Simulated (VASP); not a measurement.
**Ti: single point with r2SCAN**

Ti:

```
CELL_PARAMETERS angstrom
0.00000 2.05671 2.05671
2.05671 0.00000 2.05671
2.05671 2.05671 0.00000
ATOMIC_POSITIONS crystal
Ti 0.00000 0.00000 0.00000
```

```json
{
 "Program": "VASP 6.6.1",
 "Task": "single point",
 "Functional": "r2SCAN",
 "Potentials or basis": "VASP PAW PBE potentials, release 64 (Ti_sv)",
 "Cutoff": "520 eV",
 "k mesh": "11 × 11 × 11",
 "Occupations": "fermi-dirac, width 0.05 eV",
 "Spin": "no spin polarisation",
 "Dipole correction": "no",
 "Further INCAR settings": "ALGO = Normal; EDIFF = 1e-06; NBANDS = 12"
}
```

```json
{
  "Pressure": "0.1 GPa",
  "Band gap on the k mesh": "zero (band 6 reaches 9.21 eV, above the bottom of band 7 at 7.95 eV)"
}
```

Levels at points of the mesh, in eV from the Fermi level:
| k point | band 2 | band 3 | band 4 | band 5 | band 6 | band 7 | band 8 | band 9 | band 10 | band 11 |
| --- | --- | --- | --- | --- | --- | --- | --- | --- | --- | --- |
| (0.00, 0.00, 0.00) | -33.84 | -33.84 | -33.84 | -6.46 | 1.01 | 1.01 | 1.01 | 2.81 | 2.81 | 15.78 |

Wall time 120 s on 1 thread of AMD EPYC 7571, with other jobs on the host, peak memory 0.11 GiB.

Caveat: the PAW data sets were made with another functional, which shifts forces and pressure a little.
